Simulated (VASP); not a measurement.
# Ru (P6_3/mmc) in VASP: further runs

Ru is run at these levels: PBE; tasks: single point, relaxation of the atoms.

Program: VASP 6.6.1. These are calculated values, not measurements. Logs are shortened: lines on timing, memory, paths and dates and some standing lists are left out, and cuts for length are marked.

## (1) The cell of the first run

The structure is hexagonal, space group P6_3/mmc (No. 194). Conventional cell: a = 2.706 Å, b = 2.706 Å, c = 4.410 Å, α = 90.00°, β = 90.00°, γ = 120.00°. Within 3.6 Å of Ru (site symmetry -6m2) lie 12 Ru at 2.70 to 2.71 Å.

## (2) Single point, PBE (z stretched by +3 %, then relaxed in part)

File INCAR:

```
PREC = Accurate
ENCUT = 520
EDIFF = 1E-6
ISMEAR = -1
SIGMA = 0.05
LREAL = False
LASPH = True
NELM = 100
ALGO = Normal
ISIF = 2
LWAVE = False
LCHARG = False
GGA = PE
NBANDS = 21
```

File KPOINTS:

```
regular mesh
0
Gamma
  20 20 11
```

File POSCAR:

```
Ru
1.0
    2.7058000000      0.0000000000      0.0000000000
   -1.3529000000      2.3432915376      0.0000000000
    0.0000000000      0.0000000000      4.4103570000
Ru
2
Direct
    0.3333333333      0.6666666667      0.2500000000
    0.6666666667      0.3333333333      0.7500000000
```

Potentials or basis: VASP PAW PBE potentials, release 64 (Ru_pv).

Started as:

```console
$ cat potpaw_PBE.64/Ru_pv/POTCAR > POTCAR
$ mpirun -np 1 vasp_std > vasp.out
```

OUTCAR:

```text
PREC = Accurate
   ENCUT = 520
   EDIFF = 1E-6
   ISMEAR = -1
   LREAL = False
   LASPH = True
   NELM = 100
   ISIF = 2
   GGA = PE

 ion  position               nearest neighbor table
   1  0.333  0.667  0.250-   2 2.70   2 2.70   2 2.70   2 2.70   2 2.70   2 2.70
   2  0.667  0.333  0.750-   1 2.70   1 2.70   1 2.70   1 2.70   1 2.70   1 2.70

  LATTYP: Found a hexagonal cell.
 ALAT       =     2.7058000000
 C/A-ratio  =     1.6299641511

  Lattice vectors:

 A1 = (   2.7058000000,   0.0000000000,   0.0000000000)
 A2 = (  -1.3529000000,   2.3432915376,   0.0000000000)
 A3 = (   0.0000000000,   0.0000000000,   4.4103570000)

Analysis of symmetry for initial positions (statically):
=====================================================================
 Subroutine PRICEL returns:
 Original cell was already a primitive cell.

 Routine SETGRP: Setting up the symmetry group for a
 hexagonal supercell.

 Subroutine GETGRP returns: Found 24 space group operations
 (whereof 12 operations were pure point group operations)
 out of a pool of 24 trial point group operations.

The static configuration has the point symmetry D_3d.
 The point group associated with its full space group is D_6h.

Analysis of symmetry for dynamics (positions and initial velocities):
=====================================================================
 Subroutine PRICEL returns:
 Original cell was already a primitive cell.

 Routine SETGRP: Setting up the symmetry group for a
 hexagonal supercell.

 Subroutine GETGRP returns: Found 24 space group operations
 (whereof 12 operations were pure point group operations)
 out of a pool of 24 trial point group operations.

The dynamic configuration has the point symmetry D_3d.
 The point group associated with its full space group is D_6h.

 Subroutine INISYM returns: Found 24 space group operations
 (whereof 12 operations are pure point group operations),
 and found     1 'primitive' translations

----------------------------------------------------------------------------------------

                                     Primitive cell

  volume of cell :      27.9638

  direct lattice vectors                    reciprocal lattice vectors
     2.705800000  0.000000000  0.000000000     0.369576465  0.213375072  0.000000000
    -1.352900000  2.343291538  0.000000000     0.000000000  0.426750144  0.000000000
     0.000000000  0.000000000  4.410357000     0.000000000  0.000000000  0.226739015

  length of vectors
     2.705800000  2.705800000  4.410357000     0.426750144  0.426750144  0.226739015

  position of ions in fractional coordinates (direct lattice)
     0.333333333  0.666666667  0.250000000
     0.666666667  0.333333333  0.750000000

  ion indices of the primitive-cell ions
   primitive index   ion index
                 1           1
                 2           2

----------------------------------------------------------------------------------------

 KPOINTS: regular mesh

Automatic generation of k-mesh.
 Grid dimensions read from file:
 generate k-points for:   20   20   11

 Generating k-lattice:

  Cartesian coordinates                     Fractional coordinates (reciprocal lattice)
     0.018478823  0.010668754  0.000000000     0.050000000 -0.000000000  0.000000000
     0.000000000  0.021337507  0.000000000     0.000000000  0.050000000  0.000000000
     0.000000000  0.000000000  0.020612638     0.000000000  0.000000000  0.090909091

  Length of vectors
     0.021337507  0.021337507  0.020612638

  Shift w.r.t. Gamma in fractional coordinates (k-lattice)
     0.000000000  0.000000000  0.000000000

 Subroutine IBZKPT returns following result:
 ===========================================

 Found    264 irreducible k-points:

 Following reciprocal coordinates:
            Coordinates               Weight
  0.000000  0.000000  0.000000      1.000000
  0.050000 -0.000000  0.000000      6.000000
  0.100000 -0.000000  0.000000      6.000000
  0.150000 -0.000000  0.000000      6.000000
  0.200000 -0.000000  0.000000      6.000000
  0.250000  0.000000  0.000000      6.000000
[... 16 lines left out ...]
  0.200000  0.100000  0.000000     12.000000
  0.250000  0.100000  0.000000     12.000000
 [... further k-points ...]
   k-points           NKPTS =    264   k-points in BZ     NKDIM =    264   number of bands    NBANDS=     21
   number of dos      NEDOS =    301   number of ions     NIONS =      2
   total plane-waves  NPLWV =  14400
   dimension x,y,z NGX =    20 NGY =   20 NGZ =   36
   dimension x,y,z NGXF=    40 NGYF=   40 NGZF=   72
   ions per type =               2
   NGX,Y,Z   is equivalent  to a cutoff of  12.29, 12.29, 13.57 a.u.
   NGXF,Y,Z  is equivalent  to a cutoff of  24.58, 24.58, 27.14 a.u.
 SYSTEM =  unknown system
   PREC   = accura    normal or accurate (medium, high low for compatibility)
   ISTART =      0    job   : 0-new  1-cont  2-samecut
   ICHARG =      2    charge: 1-file 2-atom 10-const
   ISPIN  =      1    spin polarized calculation?
   LNONCOLLINEAR =      F non collinear calculations
   LSORBIT =      F    spin-orbit coupling
   LASPH  =      T    aspherical Exc in radial PAW
   ENCUT  =  520.0 eV  38.22 Ry    6.18 a.u.   5.03  5.03  8.20*2*pi/ulx,y,z
   NELM   =    100;   NELMIN=  2; NELMDL= -5     # of ELM steps
   EDIFF  = 0.1E-05   stopping-criterion for ELM
   LREAL  =      F    real-space projection
   EDIFFG = 0.1E-04   stopping-criterion for IOM
   NSW    =      0    number of steps for IOM
   IBRION =     -1    ionic relax: 0-MD 1-quasi-New 2-CG
   NFREE  =      0    steps in history (QN), initial steepest desc. (CG)
   ISIF   =      2    stress and relaxation
   ISYM   =      2    0-nonsym 1-usesym 2-fastsym
   POTIM  = 0.5000    time-step for ionic-motion
   TEBEG  =    0.0;   TEEND  =   0.0 temperature during run
   PSTRESS=    0.0 pullay stress
   NELECT =      28.0000    total number of electrons
   NUPDOWN=      -1.0000    fix difference up-down
   EMIN   =  10.00;   EMAX   =-10.00  energy-range for DOS
   EFERMI =   0.00;   METHOD = LEGACY
   ISMEAR =    -1;   SIGMA  =   0.05  broadening in eV -4-tet -1-fermi 0-gaus
   EFERMI_NEDOS =   21; number of points for ismear=-14 and -15
   IALGO  =     38    algorithm
   IMIX   =      4    mixing-type and parameters
     AMIX     =   0.40;   BMIX     =  1.00
     AMIX_MAG =   1.60;   BMIX_MAG =  1.00
  volume/ion in A,a.u.               =      13.98        94.35
  Fermi-wavevector in a.u.,A,eV,Ry     =   1.637805  3.095003 36.496349  2.682406
  Thomas-Fermi vector in A             =   2.728884
   LORBIT       =      0    0 simple, 1 ext, 2 COOP (PROOUT), +10 PAW based schemes
   GGA     = PE    functional components
   LHFCALC =     F    Hartree Fock is set to
   AEXX    =    0.0000 exact exchange contribution
   IVDW    =     0    specifies the selected vdW correction
   LEPSILON=     F    determine dielectric tensor
   LRPA    =     F    only Hartree local field effects (RPA)
 non-spin polarized calculation
  energy-cutoff  :      520.00
  volume of cell :       27.96
 maximum number of plane-waves:       773
 NGX is ok and might be reduce to    20
   NGX =  9   NGY =  9   NGZ = 17

 number of electron      28.0000006 magnetization

 Free energy of the ion-electron system (eV)
  ---------------------------------------------------
  ext. energy  EPLUGINS =         0.00000000
  ---------------------------------------------------
  free energy    TOTEN  =       -18.43948355 eV

  energy without entropy =      -18.42388696  energy(sigma->0) =      -18.43168525

 E-fermi :  12.3143     XC(G=0): -13.9392

 val. band max:       12.3126663616   @ k =   0.0500   0.0500   0.3636
 cond. band min:      12.3167443208   @ k =   0.5000   0.0000   0.3636
 fundamental gap:      0.0040779592
 Fermi energy:        12.3143329108

 k-point     1 :       0.0000    0.0000    0.0000
  band No.  band energies     occupation
      1     -31.1885      2.00000
      2     -30.3487      2.00000
      3     -30.3487      2.00000
      4     -30.2183      2.00000
      5     -30.2165      2.00000
      6     -30.2165      2.00000
[... 13 lines left out ...]
     20      22.7658      0.00000
     21      22.7691      0.00000

 k-point     2 :       0.0500   -0.0000    0.0000
  band No.  band energies     occupation
      1     -31.1808      2.00000
      2     -30.3670      2.00000
      3     -30.3546      2.00000
      4     -30.2354      2.00000
      5     -30.2213      2.00000
      6     -30.2193      2.00000
[... 13 lines left out ...]
     20      22.7657      0.00000
     21      22.7690      0.00000

 k-point     3 :       0.1000   -0.0000    0.0000
  band No.  band energies     occupation
      1     -31.1581      2.00000
      2     -30.4199      2.00000
      3     -30.3713      2.00000
      4     -30.2899      2.00000
      5     -30.2302      2.00000
      6     -30.2277      2.00000
[... 13 lines left out ...]
     20      22.7657      0.00000
     21      22.7688      0.00000

 k-point     4 :       0.1500   -0.0000    0.0000
  band No.  band energies     occupation
      1     -31.1216      2.00000
      2     -30.5024      2.00000
      3     -30.3967      2.00000
      4     -30.3736      2.00000
      5     -30.2451      2.00000
      6     -30.2411      2.00000
[... 13 lines left out ...]
     20      22.7657      0.00000
     21      22.7685      0.00000

 k-point     5 :       0.2000   -0.0000    0.0000
  band No.  band energies     occupation
      1     -31.0732      2.00000
      2     -30.6062      2.00000
      3     -30.4771      2.00000
      4     -30.4281      2.00000
      5     -30.2664      2.00000
      6     -30.2586      2.00000
[... 13 lines left out ...]
     20      22.7656      0.00000
     21      22.7681      0.00000
[... 382 lines left out ...]
     20      22.7657      0.00000
     21      22.7683      0.00000

 k-point    22 :       0.1500    0.1000    0.0000
  band No.  band energies     occupation
      1     -31.0532      2.00000
      2     -30.6199      2.00000
      3     -30.5536      2.00000
      4     -30.4122      2.00000
      5     -30.2861      2.00000
      6     -30.2756      2.00000
[... 13 lines left out ...]
     20      22.7656      0.00000
     21      22.7680      0.00000

 k-point    23 :       0.2000    0.1000    0.0000
  band No.  band energies     occupation
      1     -30.9968      2.00000
      2     -30.7233      2.00000
      3     -30.6433      2.00000
      4     -30.4599      2.00000
      5     -30.3124      2.00000
      6     -30.3032      2.00000
[... 13 lines left out ...]
     20      22.7656      0.00000
     21      22.7676      0.00000

 k-point    24 :       0.2500    0.1000    0.0000
  band No.  band energies     occupation
      1     -30.9344      2.00000
      2     -30.8300      2.00000
      3     -30.7291      2.00000
      4     -30.5070      2.00000
      5     -30.3376      2.00000
      6     -30.3367      2.00000
[... 13 lines left out ...]
     20      22.7654      0.00000
     21      22.7669      0.00000

 [... further k-points ...]

------------------------ aborting loop because EDIFF is reached ----------------------------------------

  FORCE on cell =-STRESS in cart. coord.  units (eV):
  Direction    XX          YY          ZZ          XY          YZ          ZX
  --------------------------------------------------------------------------------------
  -------------------------------------------------------------------------------------
  Total        0.0091512      0.0091512     -2.5219674      0.0000000      0.0000000      0.0000000
  in kB        0.5243169      0.5243169   -144.4954913      0.0000000      0.0000000      0.0000000
  external PRESSURE =     -47.8156192 kB  Pullay stress =       0.0000000 kB

 VOLUME and BASIS-vectors are now :
 -----------------------------------------------------------------------------
  energy-cutoff  :      520.00
  volume of cell :       27.96
      direct lattice vectors                 reciprocal lattice vectors
     2.705800000  0.000000000  0.000000000     0.369576465  0.213375072  0.000000000
    -1.352900000  2.343291538  0.000000000     0.000000000  0.426750144  0.000000000
     0.000000000  0.000000000  4.410357000     0.000000000  0.000000000  0.226739015

 POSITION                                       TOTAL-FORCE (eV/Angst)
 -----------------------------------------------------------------------------------
     -0.00000      1.56219      1.10259         0.000000      0.000000      0.000000
      1.35290      0.78110      3.30777        -0.000000      0.000000      0.000000
 -----------------------------------------------------------------------------------
    total drift:                               -0.000000      0.000000     -0.000000

  FREE ENERGIE OF THE ION-ELECTRON SYSTEM (eV)
  ---------------------------------------------------
  free  energy   TOTEN  =       -18.4394835456 eV

  energy  without entropy=      -18.4238869582  energy(sigma->0) =      -18.43168525
```

It took 55 s on 1 thread of Intel Xeon 6975P-C (Granite Rapids), shared host; peak memory 0.23 GiB.

What came out:

```
Free energy            : -18.4395 eV
Pressure               : -4.8 GPa
Band gap on the k mesh : zero (bands 14 and 15 overlap by 3.04 eV)
```

Caveat: the cell differs from its parent crystal (z stretched by +3 %, then relaxed in part); the cell stands under tension.

## (3) Single point, PBE (14.12 Å³/atom)

This run uses another cell than the first one, of 14.12 Å³/atom.

File INCAR:

```
SYSTEM = Ru
PREC = Accurate ; ENCUT = 520
EDIFF = 1E-6 ; ISMEAR = -1
SIGMA = 0.05 ; LREAL = .FALSE.
LASPH = .TRUE. ; NELM = 80
ALGO = Normal ; ISIF = 2
LWAVE = .FALSE. ; LCHARG = .FALSE.
GGA = PE ; NBANDS = 21
```

File KPOINTS:

```
regular mesh
0
G
  20 20 11
  0 0 0
```

File POSCAR:

```
Ru
1.0
    2.7414067149      0.0000000000      0.0000000000
   -1.3707033574      2.3741278572      0.0000000000
    0.0000000000      0.0000000000      4.3382472512
Ru
2
Direct
    0.3333333333      0.6666666667      0.2500000000
    0.6666666667      0.3333333333      0.7500000000
```

Potentials or basis: VASP PAW PBE potentials, release 64 (Ru_pv).

Started as:

```console
$ cat potpaw_PBE.64/Ru_pv/POTCAR > POTCAR
$ mpirun -np 1 vasp_std > vasp.out
```

Wall time 47 s (1 thread of Intel Xeon 6975P-C (Granite Rapids), shared host); peak memory 0.23 GiB.

Results (log left out):

- Free energy: -18.4577 eV
- Pressure: -7.5 GPa
- Band gap on the k mesh: zero (bands 14 and 15 overlap by 3.03 eV)

Stress tensor (GPa, compression positive):
```
-6.81  0.00  0.00
 0.00 -6.81  0.00
 0.00  0.00 -8.95
```

Levels at points of the mesh, in eV from the Fermi level:
```tsv
k point	band 12	band 13	band 14	band 15	band 16	band 17
(0.00, 0.00, 0.00)	-1.83	-1.83	-1.33	-1.33	1.09	1.09
(0.50, 0.00, 0.00)	-1.74	-1.47	1.31	1.70	1.77	3.83
```

Caveat: the cell stands under tension.

## (4) Single point, PBE (14.39 Å³/atom)

This run uses another cell than the first one, of 14.39 Å³/atom.

File INCAR:

```
SYSTEM = Ru
PREC     = Accurate       ! precision mode
ENCUT    = 520            ! plane-wave cutoff, eV
EDIFF    = 1E-7           ! SCF threshold, eV
ISMEAR   = -1             ! smearing method
SIGMA    = 0.05           ! smearing width, eV
LREAL    = .False.        ! projectors in reciprocal space
LASPH    = .True.         ! aspherical terms in the spheres
NELM     = 60             ! most SCF steps
ALGO     = Normal         ! electronic algorithm
ISIF     = 2              ! what is computed and relaxed
LWAVE    = .False.        ! write WAVECAR
LCHARG   = .False.        ! write CHGCAR
GGA      = PE             ! functional
NBANDS   = 21             ! bands
```

File KPOINTS:

```
regular mesh
0
Gamma
  20 20 11
  0 0 0
```

File POSCAR:

```
Ru
1.0
    2.7588683749      0.0000000000      0.0000000000
   -1.3794341875      2.3892500984      0.0000000000
    0.0000000000      0.0000000000      4.3658801443
Ru
2
Direct
    0.3333333333      0.6666666667      0.2500000000
    0.6666666667      0.3333333333      0.7500000000
```

Started as:

```console
$ cat potpaw_PBE.64/Ru_pv/POTCAR > POTCAR
$ mpirun -np 1 vasp_std > vasp.out
```

It took 46 s on 1 thread of Intel Xeon 6975P-C (Granite Rapids), shared host; peak memory 0.24 GiB.

It converged, with:

| Quantity | Value |
| --- | --- |
| Free energy | -18.4239 eV |
| Pressure | -12.5 GPa |
| Band gap on the k mesh | zero (bands 14 and 15 overlap by 2.94 eV) |

Stress tensor (GPa, compression positive):
```
-11.74   0.00   0.00
  0.00 -11.74   0.00
  0.00   0.00 -14.11
```

Levels at points of the mesh, in eV from the Fermi level:
```csv
k point,band 10,band 11,band 12,band 13,band 14,band 15,band 16,band 17,band 18,band 19
"(0.00, 0.00, 0.00)",-2.40,-2.24,-1.78,-1.78,-1.29,-1.29,1.06,1.06,1.22,9.60
"(0.50, 0.00, 0.00)",-2.78,-1.94,-1.71,-1.43,1.26,1.64,1.71,3.74,5.69,10.45
```

Caveat: the cell stands under tension.

## (5) Relaxation of the atoms, PBE (13.85 Å³/atom)

This run uses another cell than the first one, of 13.85 Å³/atom.

File INCAR:

```
SYSTEM = Ru
  ALGO = Normal
  EDIFF = 1E-7
  EDIFFG = -0.02
  ENCUT = 520
  GGA = PE
  IBRION = 2
  ISIF = 2
  ISMEAR = -1
  LASPH = .True.
  LCHARG = .False.
  LREAL = .False.
  LWAVE = .False.
  NELM = 60
  NSW = 80
  PREC = Accurate
  SIGMA = 0.05
```

File KPOINTS:

```
k-points
0
Gamma
  20 20 11
  0 0 0
```

File POSCAR:

```
Ru
1.0
    2.7237197275      0.0000000000      0.0000000000
   -1.3618598638      2.3588104768      0.0000000000
    0.0000000000      0.0000000000      4.3102577801
Ru
2
Direct
    0.3333333333      0.6666666667      0.2500000000
    0.6666666667      0.3333333333      0.7500000000
```

Started as:

```console
$ cat potpaw_PBE.64/Ru_pv/POTCAR > POTCAR
$ mpirun -np 1 vasp_std > vasp.out
```

Wall time 53 s (1 thread of Intel Xeon Platinum 8488C (Sapphire Rapids), shared host); peak memory 0.22 GiB.

It converged, with:

```
Free energy             : -18.4734 eV
Pressure after relaxing : -1.9 GPa
Band gap on the k mesh  : zero (bands 14 and 15 overlap by 3.13 eV)
```

Stress tensor (GPa, compression positive):
```
-1.28  0.00  0.00
 0.00 -1.28  0.00
 0.00  0.00 -3.14
```

Final structure:
```
CELL_PARAMETERS angstrom
2.72372 0.00000 0.00000
-1.36186 2.35881 0.00000
0.00000 0.00000 4.31026
ATOMIC_POSITIONS crystal
Ru 0.33333 0.66667 0.25000
Ru 0.66667 0.33333 0.75000
```

Levels at points of the mesh, in eV from the Fermi level:
| k point | band 11 | band 12 | band 13 | band 14 | band 15 | band 16 | band 17 | band 18 |
| --- | --- | --- | --- | --- | --- | --- | --- | --- |
| (0.00, 0.00, 0.00) | -2.37 | -1.89 | -1.89 | -1.37 | -1.37 | 1.12 | 1.12 | 1.25 |
| (0.50, 0.00, 0.00) | -2.04 | -1.78 | -1.50 | 1.35 | 1.75 | 1.83 | 3.93 | 5.96 |

Caveat: the relaxation stopped at its first step, so nothing moved.

## (6) The runs side by side

```tsv
task	cell	gap on the mesh (eV)	pressure (GPa)
single point	a = 2.706, b = 2.706, c = 4.410 Å, angles 90.0, 90.0, 120.0°, 2 atoms	none	-4.8
single point	a = 2.741, b = 2.741, c = 4.338 Å, angles 90.0, 90.0, 120.0°, 2 atoms	none	-7.5
single point	a = 2.759, b = 2.759, c = 4.366 Å, angles 90.0, 90.0, 120.0°, 2 atoms	none	-12.5
relaxation of the atoms	atoms relaxed from a = 2.724, b = 2.724, c = 4.310 Å, angles 90.0, 90.0, 120.0°, 2 atoms	none	-1.9
```

Alike in all rows: level PBE; potentials or basis VASP PAW PBE potentials, release 64 (Ru_pv); no spin polarisation; k mesh 20 × 20 × 11; cutoff (eV) 520; smearing fermi-dirac 0.05 eV.

Caveats: the cell stands under tension (at least some runs); the relaxation stopped at its first step, so nothing moved (at least some runs).

Total energies depend on the potentials used, so only differences within one code and one set of settings carry meaning.
